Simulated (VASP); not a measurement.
# Rb (P6/mmm) in VASP: single point with PBE

Aim: the single point of Rb with PBE.

Program: VASP 6.6.1. These are calculated values, not measurements. Logs are shortened: lines on timing, memory, paths and dates and some standing lists are left out, and cuts for length are marked.

## Step 1: The cell of the first run

It takes space group P6/mmm (No. 191, hexagonal). The conventional cell has a = 8.064 Å, b = 8.064 Å, c = 4.623 Å, α = 90.00°, β = 90.00°, γ = 120.00°.

The cell was built from a structure type or drawn by symmetry, and may not be a known phase.

## Step 2: Single point, PBE

Input file INCAR:

```
SYSTEM = Rb
  ALGO = Fast
  EDIFF = 1E-7
  ENCUT = 520
  GGA = PE
  ISIF = 2
  ISMEAR = 0
  LASPH = .TRUE.
  LCHARG = .FALSE.
  LREAL = .FALSE.
  LWAVE = .FALSE.
  NBANDS = 16
  NELM = 60
  PREC = Accurate
  SIGMA = 0.1
```

Input file KPOINTS:

```
k-points
0
G
  12 12 12
  0 0 0
```

Input file POSCAR:

```
Rb
1.0
    8.0637463309      0.0000000000      0.0000000000
   -4.0318731655      6.9834091722      0.0000000000
    0.0000000000      0.0000000000      4.6232131035
Rb
2
Direct
    0.3333333333      0.6666666667      0.5000000000
    0.6666666667      0.3333333333      0.5000000000
```

Potentials or basis: VASP PAW PBE potentials, release 64 (Rb_sv).

Command:

```bash
> cat potpaw_PBE.64/Rb_sv/POTCAR > POTCAR
> mpirun -np 1 vasp_std > vasp.out
```

OUTCAR:

```text
SYSTEM = Rb
   EDIFF = 1E-7
   ENCUT = 520
   GGA = PE
   ISIF = 2
   ISMEAR = 0
   LASPH = .TRUE.
   LREAL = .FALSE.
   NELM = 60
   PREC = Accurate

 ion  position               nearest neighbor table
   1  0.333  0.667  0.500-   2 4.66   2 4.66   2 4.66
   2  0.667  0.333  0.500-   1 4.66   1 4.66   1 4.66

  LATTYP: Found a hexagonal cell.
 ALAT       =     8.0637463309
 C/A-ratio  =     0.5733331523

  Lattice vectors:

 A1 = (   8.0637463309,   0.0000000000,   0.0000000000)
 A2 = (  -4.0318731655,   6.9834091722,   0.0000000000)
 A3 = (   0.0000000000,   0.0000000000,   4.6232131035)

Analysis of symmetry for initial positions (statically):
=====================================================================
 Subroutine PRICEL returns:
 Original cell was already a primitive cell.

 Routine SETGRP: Setting up the symmetry group for a
 hexagonal supercell.

 Subroutine GETGRP returns: Found 24 space group operations
 (whereof 24 operations were pure point group operations)
 out of a pool of 24 trial point group operations.

The static configuration has the point symmetry D_6h.

Analysis of symmetry for dynamics (positions and initial velocities):
=====================================================================
 Subroutine PRICEL returns:
 Original cell was already a primitive cell.

 Routine SETGRP: Setting up the symmetry group for a
 hexagonal supercell.

 Subroutine GETGRP returns: Found 24 space group operations
 (whereof 24 operations were pure point group operations)
 out of a pool of 24 trial point group operations.

The dynamic configuration has the point symmetry D_6h.

 Subroutine INISYM returns: Found 24 space group operations
 (whereof 24 operations are pure point group operations),
 and found     1 'primitive' translations

----------------------------------------------------------------------------------------

                                     Primitive cell

  volume of cell :     260.3444

  direct lattice vectors                    reciprocal lattice vectors
     8.063746331  0.000000000  0.000000000     0.124011838  0.071598268  0.000000000
    -4.031873166  6.983409172  0.000000000     0.000000000  0.143196536  0.000000000
     0.000000000  0.000000000  4.623213104     0.000000000  0.000000000  0.216299785

  length of vectors
     8.063746331  8.063746331  4.623213104     0.143196536  0.143196536  0.216299785

  position of ions in fractional coordinates (direct lattice)
     0.333333333  0.666666667  0.500000000
     0.666666667  0.333333333  0.500000000

  ion indices of the primitive-cell ions
   primitive index   ion index
                 1           1
                 2           2

----------------------------------------------------------------------------------------

 KPOINTS: k-points

Automatic generation of k-mesh.
 Grid dimensions read from file:
 generate k-points for:   12   12   12

 Generating k-lattice:

  Cartesian coordinates                     Fractional coordinates (reciprocal lattice)
     0.010334320  0.005966522  0.000000000     0.083333333  0.000000000  0.000000000
     0.000000000  0.011933045  0.000000000     0.000000000  0.083333333  0.000000000
     0.000000000  0.000000000  0.018024982     0.000000000  0.000000000  0.083333333

  Length of vectors
     0.011933045  0.011933045  0.018024982

  Shift w.r.t. Gamma in fractional coordinates (k-lattice)
     0.000000000  0.000000000  0.000000000

 Subroutine IBZKPT returns following result:
 ===========================================

 Found    133 irreducible k-points:

 Following reciprocal coordinates:
            Coordinates               Weight
  0.000000  0.000000  0.000000      1.000000
  0.083333  0.000000  0.000000      6.000000
  0.166667  0.000000  0.000000      6.000000
  0.250000  0.000000  0.000000      6.000000
  0.333333  0.000000  0.000000      6.000000
  0.416667  0.000000  0.000000      6.000000
[... 16 lines left out ...]
  0.250000  0.000000  0.083333     12.000000
  0.333333  0.000000  0.083333     12.000000
 [... further k-points ...]
   k-points           NKPTS =    133   k-points in BZ     NKDIM =    133   number of bands    NBANDS=     16
   number of dos      NEDOS =    301   number of ions     NIONS =      2
   total plane-waves  NPLWV = 129600
   dimension x,y,z NGX =    60 NGY =   60 NGZ =   36
   dimension x,y,z NGXF=   120 NGYF=  120 NGZF=   72
   ions per type =               2
   NGX,Y,Z   is equivalent  to a cutoff of  12.37, 12.37, 12.95 a.u.
   NGXF,Y,Z  is equivalent  to a cutoff of  24.74, 24.74, 25.89 a.u.
 SYSTEM =  Rb
   PREC   = accura    normal or accurate (medium, high low for compatibility)
   ISTART =      0    job   : 0-new  1-cont  2-samecut
   ICHARG =      2    charge: 1-file 2-atom 10-const
   ISPIN  =      1    spin polarized calculation?
   LNONCOLLINEAR =      F non collinear calculations
   LSORBIT =      F    spin-orbit coupling
   LASPH  =      T    aspherical Exc in radial PAW
   ENCUT  =  520.0 eV  38.22 Ry    6.18 a.u.  14.99 14.99  8.60*2*pi/ulx,y,z
   NELM   =     60;   NELMIN=  2; NELMDL= -5     # of ELM steps
   EDIFF  = 0.1E-06   stopping-criterion for ELM
   LREAL  =      F    real-space projection
   EDIFFG = 0.1E-05   stopping-criterion for IOM
   NSW    =      0    number of steps for IOM
   IBRION =     -1    ionic relax: 0-MD 1-quasi-New 2-CG
   NFREE  =      0    steps in history (QN), initial steepest desc. (CG)
   ISIF   =      2    stress and relaxation
   ISYM   =      2    0-nonsym 1-usesym 2-fastsym
   POTIM  = 0.5000    time-step for ionic-motion
   TEBEG  =    0.0;   TEEND  =   0.0 temperature during run
   PSTRESS=    0.0 pullay stress
   NELECT =      18.0000    total number of electrons
   NUPDOWN=      -1.0000    fix difference up-down
   EMIN   =  10.00;   EMAX   =-10.00  energy-range for DOS
   EFERMI =   0.00;   METHOD = LEGACY
   ISMEAR =     0;   SIGMA  =   0.10  broadening in eV -4-tet -1-fermi 0-gaus
   EFERMI_NEDOS =   21; number of points for ismear=-14 and -15
   IALGO  =     68    algorithm
   IMIX   =      4    mixing-type and parameters
     AMIX     =   0.40;   BMIX     =  1.00
     AMIX_MAG =   1.60;   BMIX_MAG =  1.00
  volume/ion in A,a.u.               =     130.17       878.45
  Fermi-wavevector in a.u.,A,eV,Ry     =   0.671918  1.269741  6.142673  0.451474
  Thomas-Fermi vector in A             =   1.747882
   LORBIT       =      0    0 simple, 1 ext, 2 COOP (PROOUT), +10 PAW based schemes
   GGA     = PE    functional components
   LHFCALC =     F    Hartree Fock is set to
   AEXX    =    0.0000 exact exchange contribution
   IVDW    =     0    specifies the selected vdW correction
   LEPSILON=     F    determine dielectric tensor
   LRPA    =     F    only Hartree local field effects (RPA)
 non-spin polarized calculation
 RMM-DIIS sequential band-by-band and
 Gauss-broadening in eV      SIGMA  =   0.10
  energy-cutoff  :      520.00
  volume of cell :      260.34
 maximum number of plane-waves:      7036
 NGX is ok and might be reduce to    60
   NGX = 29   NGY = 29   NGZ = 17

 number of electron      18.0000000 magnetization

 Free energy of the ion-electron system (eV)
  ---------------------------------------------------
  ext. energy  EPLUGINS =         0.00000000
  ---------------------------------------------------
  free energy    TOTEN  =        -1.48935562 eV

  energy without entropy =       -1.47971476  energy(sigma->0) =       -1.48453519

 E-fermi :  -0.6390     XC(G=0):  -4.5387

 val. band max:       -0.6397277341   @ k =   0.3333   0.0000   0.0833
 cond. band min:      -0.6341016701   @ k =   0.2500   0.0000   0.4167
 fundamental gap:      0.0056260640
 Fermi energy:        -0.6390272738

 k-point     1 :       0.0000    0.0000    0.0000
  band No.  band energies     occupation
      1     -29.8287      2.00000
      2     -29.8228      2.00000
      3     -13.9539      2.00000
      4     -13.9539      2.00000
      5     -13.8813      2.00000
      6     -13.8813      2.00000
[... 8 lines left out ...]
     15       1.4051      0.00000
     16       2.8201      0.00000

 k-point     2 :       0.0833    0.0000    0.0000
  band No.  band energies     occupation
      1     -29.8286      2.00000
      2     -29.8229      2.00000
      3     -13.9543      2.00000
      4     -13.9530      2.00000
      5     -13.8822      2.00000
      6     -13.8808      2.00000
[... 8 lines left out ...]
     15       1.4956      0.00000
     16       2.8858      0.00000

 k-point     3 :       0.1667    0.0000    0.0000
  band No.  band energies     occupation
      1     -29.8283      2.00000
      2     -29.8232      2.00000
      3     -13.9553      2.00000
      4     -13.9503      2.00000
      5     -13.8850      2.00000
      6     -13.8798      2.00000
[... 8 lines left out ...]
     15       1.6527      0.00000
     16       3.0726      0.00000

 k-point     4 :       0.2500    0.0000    0.0000
  band No.  band energies     occupation
      1     -29.8279      2.00000
      2     -29.8236      2.00000
      3     -13.9568      2.00000
      4     -13.9463      2.00000
      5     -13.8892      2.00000
      6     -13.8783      2.00000
[... 8 lines left out ...]
     15       1.7907      0.00000
     16       3.3465      0.00000
[... 324 lines left out ...]
 k-point    22 :       0.1667    0.0000    0.0833
  band No.  band energies     occupation
      1     -29.8280      2.00000
      2     -29.8229      2.00000
      3     -13.9544      2.00000
      4     -13.9494      2.00000
      5     -13.8843      2.00000
      6     -13.8791      2.00000
[... 8 lines left out ...]
     15       1.6689      0.00000
     16       3.0468      0.00000

 k-point    23 :       0.2500    0.0000    0.0833
  band No.  band energies     occupation
      1     -29.8276      2.00000
      2     -29.8233      2.00000
      3     -13.9559      2.00000
      4     -13.9454      2.00000
      5     -13.8884      2.00000
      6     -13.8776      2.00000
[... 8 lines left out ...]
     15       1.8023      0.00000
     16       3.3002      0.00000

 k-point    24 :       0.3333    0.0000    0.0833
  band No.  band energies     occupation
      1     -29.8272      2.00000
      2     -29.8238      2.00000
      3     -13.9572      2.00000
      4     -13.9407      2.00000
      5     -13.8933      2.00000
      6     -13.8762      2.00000
[... 8 lines left out ...]
     15       1.9168      0.00000
     16       3.0913      0.00000

 [... further k-points ...]

------------------------ aborting loop because EDIFF is reached ----------------------------------------

  FORCE on cell =-STRESS in cart. coord.  units (eV):
  Direction    XX          YY          ZZ          XY          YZ          ZX
  --------------------------------------------------------------------------------------
  -------------------------------------------------------------------------------------
  Total       -0.0042110     -0.0042110      0.0061604      0.0000000     -0.0000000     -0.0000000
  in kB       -0.0259150     -0.0259150      0.0379117      0.0000000     -0.0000000     -0.0000000
  external PRESSURE =      -0.0046395 kB  Pullay stress =       0.0000000 kB

 VOLUME and BASIS-vectors are now :
 -----------------------------------------------------------------------------
  energy-cutoff  :      520.00
  volume of cell :      260.34
      direct lattice vectors                 reciprocal lattice vectors
     8.063746331  0.000000000  0.000000000     0.124011838  0.071598268  0.000000000
    -4.031873166  6.983409172  0.000000000     0.000000000  0.143196536  0.000000000
     0.000000000  0.000000000  4.623213104     0.000000000  0.000000000  0.216299785

 POSITION                                       TOTAL-FORCE (eV/Angst)
 -----------------------------------------------------------------------------------
     -0.00000      4.65561      2.31161        -0.000000      0.000000     -0.000000
      4.03187      2.32780      2.31161         0.000000     -0.000000      0.000000
 -----------------------------------------------------------------------------------
    total drift:                                0.000000     -0.000000      0.000000

  FREE ENERGIE OF THE ION-ELECTRON SYSTEM (eV)
  ---------------------------------------------------
  free  energy   TOTEN  =        -1.4893556226 eV

  energy  without entropy=       -1.4797147621  energy(sigma->0) =       -1.48453519
```

Run time: 7.4 min. Hardware: 1 thread of Intel Xeon Platinum 8488C (Sapphire Rapids), shared host; peak memory 0.65 GiB.

Results:

```yaml
Free_energy: -1.4894 eV
Pressure: 0.0 GPa
Band_gap_on_the_k_mesh: zero (bands 9 and 10 overlap by 1.71 eV)
```

Levels at points of the mesh, in eV from the Fermi level:
```csv
k point,band 6,band 7,band 8,band 9,band 10,band 11,band 12,band 13
"(0.00, 0.00, 0.00)",-13.24,-13.21,-13.19,-1.58,1.23,1.39,1.39,1.56
"(0.50, 0.00, 0.00)",-13.24,-13.20,-13.20,-0.96,-0.46,0.88,1.07,2.36
"(0.00, 0.00, 0.50)",-13.30,-13.23,-13.23,0.21,0.54,1.65,1.65,2.75
"(0.50, 0.00, 0.50)",-13.28,-13.25,-13.23,0.92,0.92,0.96,1.37,1.45
```
